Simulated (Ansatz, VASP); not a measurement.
## Two plane-wave programs on TiSi2

```
Ti Si
1.0
     1.75326   -6.71392    0.00000
     1.75326    6.71392    0.00000
     0.00000    0.00000    3.54125
Ti Si
2 4
Direct
  0.10312 0.89688 0.25000
  0.89688 0.10312 0.75000
  0.75031 0.24969 0.25000
  0.24969 0.75031 0.75000
  0.44175 0.55825 0.25000
  0.55825 0.44175 0.75000
```

Alike in both runs: task single point; functional PBE; k mesh 8 × 8 × 8; occupations fermi-dirac, width 0.05 eV; no spin polarisation.

|  | VASP | Ansatz |
| --- | --- | --- |
| version | VASP 6.6.1 | Ansatz 0.2.0 |
| potentials or method | VASP PAW PBE potentials, release 64 (Ti_sv, Si) | Ansatz PAW |
| plane-wave cutoff (eV) | 520 | 420 |
| valence electrons in the cell | 40 | 40 |

VASP gave:

* gap on the k mesh at the Fermi level (eV): none
* pressure (GPa): 4.9
* traceless stress, the component that is largest in VASP (GPa): 0.74
* rms of the force components (eV/Å): 0.087

Question: Estimate Ansatz's values.

Answer: gap on the k mesh at the Fermi level (eV): none; pressure (GPa): 4.9; traceless stress, the component that is largest in VASP (GPa): 0.75; rms of the force components (eV/Å): 0.091.

Atom by atom the forces differ by 0.004 eV/Å (rms over components). A gap of «none» marks a metal or a gap that the smearing closes. With one functional, cell and mesh, what is left measures potentials, basis and numerics.
